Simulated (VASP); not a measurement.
Runs of VASP 6.6.1 on Si. The structure is that of space group P6/mmm (No. 191), or close to it. The cells are those of the table. This isn't the form of Si at room conditions, which is diamond.

```tsv
cell	gap on the mesh (eV)	pressure (GPa)
a = 2.581, b = 2.581, c = 2.466 Å, angles 90.0, 90.0, 120.0°, 1 atom	none	(b)
a = 2.621, b = 2.621, c = 2.429 Å, angles 90.0, 90.0, 120.0°, 1 atom	none	4.1
a = 2.542, b = 2.542, c = 2.392 Å, angles 90.0, 90.0, 120.0°, 1 atom	none	15.6
a = 2.581, b = 2.581, c = 2.392 Å, angles 90.0, 90.0, 120.0°, 1 atom	none	(a)
a = 2.542, b = 2.542, c = 2.429 Å, angles 90.0, 90.0, 120.0°, 1 atom	none	12.7
```

Alike in all rows: task single point; level r2SCAN; potentials or basis VASP PAW PBE potentials, release 64 (Si); no spin polarisation; k mesh 24 × 24 × 20; cutoff (eV) 520; smearing gaussian 0.15 eV.

Q: Estimate the missing entries.

A: (a) 10.8; (b) 5.7.

Caveats: the cell stands under pressure; the PAW data sets were made with another functional, which shifts forces and pressure a little.

A gap of «none» marks levels without a gap at the run's occupations.
